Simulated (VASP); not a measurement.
# Si (C2/m) in VASP: single point with PBE

Aim: the single point of Si with PBE.

Everything below comes from runs of VASP 6.6.1. Logs are shortened: lines on timing, memory, paths and dates and some standing lists are left out, and cuts for length are marked.

## 1. The cell of the first run

Symmetry: C2/m, No. 12, monoclinic system. The conventional cell has a = 13.602 Å, b = 3.777 Å, c = 6.662 Å, α = 90.00°, β = 97.35°, γ = 90.00°. Within 3.1 Å of Si (site symmetry m) lie 4 Si at 2.32 to 2.40 Å. Within 3.1 Å of Si (site symmetry m) lie 4 Si at 2.38 to 2.44 Å. Within 3.1 Å of Si (site symmetry m) lie 4 Si at 2.31 to 2.42 Å. Si (site symmetry m) has 4 Si at 2.33 to 2.42 Å within 3.1 Å.

## 2. Single point, PBE

The input, INCAR:

```
PREC = Accurate
ENCUT = 520
EDIFF = 1E-6
ISMEAR = 0
SIGMA = 0.03
LREAL = F
LASPH = T
NELM = 80
ALGO = Normal
ISIF = 2
LWAVE = F
LCHARG = F
GGA = PE
NBANDS = 26
```

The input, KPOINTS:

```
Automatic mesh
0
Gamma
  10 10 6
```

The input, POSCAR:

```
Si
1.0
    6.8007983423     -1.8882939410     -0.0626340174
    6.8007983423      1.8882939410     -0.0626340174
   -0.7912051028      0.0000000000      6.6146764432
Si
8
Direct
    0.0556621665      0.0556621665      0.8741221558
    0.9443378335      0.9443378335      0.1258778442
    0.5592302857      0.5592302857      0.6536328742
    0.4407697143      0.4407697143      0.3463671258
    0.2128935591      0.2128935591      0.0570686657
    0.7871064409      0.7871064409      0.9429313343
    0.7270257696      0.7270257696      0.5855965457
    0.2729742304      0.2729742304      0.4144034543
```

Potentials or basis: VASP PAW PBE potentials, release 64 (Si).

The run is started by

```console
cat potpaw_PBE.64/Si/POTCAR > POTCAR
mpirun -np 1 vasp_std > vasp.out
```

OUTCAR:

```text
PREC = Accurate
   ENCUT = 520
   EDIFF = 1E-6
   ISMEAR = 0
   LREAL = F
   LASPH = T
   NELM = 80
   ISIF = 2
   GGA = PE

 ion  position               nearest neighbor table
   1  0.056  0.056  0.874-   5 2.32   3 2.40   3 2.40   2 2.40
   2  0.944  0.944  0.126-   6 2.32   4 2.40   4 2.40   1 2.40
   3  0.559  0.559  0.654-   7 2.38   1 2.40   1 2.40   4 2.44
   4  0.441  0.441  0.346-   8 2.38   2 2.40   2 2.40   3 2.44
   5  0.213  0.213  0.057-   6 2.31   6 2.31   1 2.32   8 2.42
   6  0.787  0.787  0.943-   5 2.31   5 2.31   2 2.32   7 2.42
   7  0.727  0.727  0.586-   8 2.33   8 2.33   3 2.38   6 2.42
   8  0.273  0.273  0.414-   7 2.33   7 2.33   4 2.38   5 2.42

  LATTYP: Found a base centered monoclinic cell.
 ALAT       =    13.6021735194
 B/A-ratio  =     0.2776459127
 C/A-ratio  =     0.4897620086
 COS(beta)  =    -0.1279061633

  Lattice vectors:

 A1 = (   6.8007983423,  -1.8882939410,  -0.0626340174)
 A2 = (   6.8007983423,   1.8882939410,  -0.0626340174)
 A3 = (  -0.7912051028,   0.0000000000,   6.6146764432)

Analysis of symmetry for initial positions (statically):
=====================================================================
 Subroutine PRICEL returns:
 Original cell was already a primitive cell.

 Routine SETGRP: Setting up the symmetry group for a
 base centered monoclinic supercell.

 Subroutine GETGRP returns: Found  4 space group operations
 (whereof  4 operations were pure point group operations)
 out of a pool of  4 trial point group operations.

The static configuration has the point symmetry C_2h.

Analysis of symmetry for dynamics (positions and initial velocities):
=====================================================================
 Subroutine PRICEL returns:
 Original cell was already a primitive cell.

 Routine SETGRP: Setting up the symmetry group for a
 base centered monoclinic supercell.

 Subroutine GETGRP returns: Found  4 space group operations
 (whereof  4 operations were pure point group operations)
 out of a pool of  4 trial point group operations.

The dynamic configuration has the point symmetry C_2h.

 Subroutine INISYM returns: Found  4 space group operations
 (whereof  4 operations are pure point group operations),
 and found     1 'primitive' translations

----------------------------------------------------------------------------------------

                                     Primitive cell
[... 102 lines left out ...]
   NELM   =     80;   NELMIN=  2; NELMDL= -5     # of ELM steps
   EDIFF  = 0.1E-05   stopping-criterion for ELM
   LREAL  =      F    real-space projection
[... 7 lines left out ...]
   TEBEG  =    0.0;   TEEND  =   0.0 temperature during run
   PSTRESS=    0.0 pullay stress
   NELECT =      32.0000    total number of electrons
   NUPDOWN=      -1.0000    fix difference up-down
   EMIN   =  10.00;   EMAX   =-10.00  energy-range for DOS
   EFERMI =   0.00;   METHOD = LEGACY
   ISMEAR =     0;   SIGMA  =   0.03  broadening in eV -4-tet -1-fermi 0-gaus
   EFERMI_NEDOS =   21; number of points for ismear=-14 and -15
   IALGO  =     38    algorithm
   IMIX   =      4    mixing-type and parameters
     AMIX     =   0.40;   BMIX     =  1.00
     AMIX_MAG =   1.60;   BMIX_MAG =  1.00
  volume/ion in A,a.u.               =      21.21       143.15
  Fermi-wavevector in a.u.,A,eV,Ry     =   0.938775  1.774028 11.990804  0.881299
  Thomas-Fermi vector in A             =   2.066021
   LORBIT       =      0    0 simple, 1 ext, 2 COOP (PROOUT), +10 PAW based schemes
   GGA     = PE    functional components
   LHFCALC =     F    Hartree Fock is set to
   AEXX    =    0.0000 exact exchange contribution
   IVDW    =     0    specifies the selected vdW correction
   LEPSILON=     F    determine dielectric tensor
   LRPA    =     F    only Hartree local field effects (RPA)
 non-spin polarized calculation
 Gauss-broadening in eV      SIGMA  =   0.03
  energy-cutoff  :      520.00
  volume of cell :      169.70
 maximum number of plane-waves:      4605
 NGX is ok and might be reduce to    54
   NGX = 27   NGY = 27   NGZ = 25

 number of electron      32.0000001 magnetization

 Free energy of the ion-electron system (eV)
  ---------------------------------------------------
  ext. energy  EPLUGINS =         0.00000000
  ---------------------------------------------------
  free energy    TOTEN  =       -42.61434878 eV

  energy without entropy =      -42.61434878  energy(sigma->0) =      -42.61434878

 E-fermi :   5.5903     XC(G=0):  -9.1056

 val. band max:        5.4548250334   @ k =   0.0000   0.0000   0.0000
 cond. band min:       5.9625461299   @ k =   0.5000   0.5000   0.5000
 fundamental gap:      0.5077210965
 Fermi energy:         5.5902953244

 k-point     1 :       0.0000    0.0000    0.0000
  band No.  band energies     occupation
      1      -6.6288      2.00000
      2      -4.2810      2.00000
      3      -4.2673      2.00000
      4      -3.9547      2.00000
      5      -1.7919      2.00000
      6      -1.3188      2.00000
[... 685 lines left out ...]
     25       9.0778      0.00000
     26       9.3780      0.00000

 [... further k-points ...]

------------------------ aborting loop because EDIFF is reached ----------------------------------------

  FORCE on cell =-STRESS in cart. coord.  units (eV):
  Direction    XX          YY          ZZ          XY          YZ          ZX
  --------------------------------------------------------------------------------------
  -------------------------------------------------------------------------------------
  Total        3.3618671      3.2483875     -6.6596295      0.0000000      0.0000000      0.6676402
  in kB       31.7396192     30.6682510    -62.8740220      0.0000000      0.0000000      6.3032372
  external PRESSURE =      -0.1553839 kB  Pullay stress =       0.0000000 kB

 VOLUME and BASIS-vectors are now :
 -----------------------------------------------------------------------------
  energy-cutoff  :      520.00
  volume of cell :      169.70
      direct lattice vectors                 reciprocal lattice vectors
     6.800798342 -1.888293941 -0.062634017     0.073601861 -0.264789284  0.008803782
     6.800798342  1.888293941 -0.062634017     0.073601861  0.264789284  0.008803782
    -0.791205103  0.000000000  6.614676443     0.001393864  0.000000000  0.151345699

 POSITION                                       TOTAL-FORCE (eV/Angst)
 -----------------------------------------------------------------------------------
      0.06548      0.00000      5.77506        -0.341112      0.000000     -0.083858
     12.74491      0.00000      0.71435         0.341112      0.000000      0.083858
      7.08927      0.00000      4.25352        -0.383070      0.000000      0.048754
      5.72112      0.00000      2.23589         0.383070      0.000000     -0.048754
      2.85054      0.00000      0.35082        -0.010094      0.000000      0.511541
      9.95985      0.00000      6.13859         0.010094      0.000000     -0.511541
      9.42538      0.00000      3.78246         0.250612      0.000000      0.517996
      3.38501      0.00000      2.70695        -0.250612      0.000000     -0.517996
 -----------------------------------------------------------------------------------
    total drift:                               -0.000000     -0.000000      0.000000

  FREE ENERGIE OF THE ION-ELECTRON SYSTEM (eV)
  ---------------------------------------------------
  free  energy   TOTEN  =       -42.6143487807 eV

  energy  without entropy=      -42.6143487807  energy(sigma->0) =      -42.61434878
```

stdout:

```text
POSCAR found type information on POSCAR Si
 POSCAR found :  1 types and       8 ions
 scaLAPACK will be used
 LDA part: xc-table for (Slater+PW92), standard interpolation
 POSCAR, INCAR and KPOINTS ok, starting setup
 FFT: planning ... GRIDC
 FFT: planning ... GRID_SOFT
 FFT: planning ... GRID
 WAVECAR not read
 entering main loop
```

Wall time 9.8 min (1 thread of Intel Xeon 6975P-C (Granite Rapids), shared host); peak memory 0.7 GiB.

What came out:

- Free energy: -42.6143 eV
- Pressure: 0.0 GPa
- Largest force: 0.575 eV/Å
- Band gap on the k mesh: 0.51 eV (least direct gap 0.85 eV)

Forces on the atoms (eV/Å):
```
Si  -0.341  0.000 -0.084
Si   0.341  0.000  0.084
Si  -0.383  0.000  0.049
Si   0.383  0.000 -0.049
Si  -0.010  0.000  0.512
Si   0.010  0.000 -0.512
Si   0.251  0.000  0.518
Si  -0.251  0.000 -0.518
```

Caveat: the stress differs along the axes, from -6 to 3 GPa. A k mesh can miss the band edges.
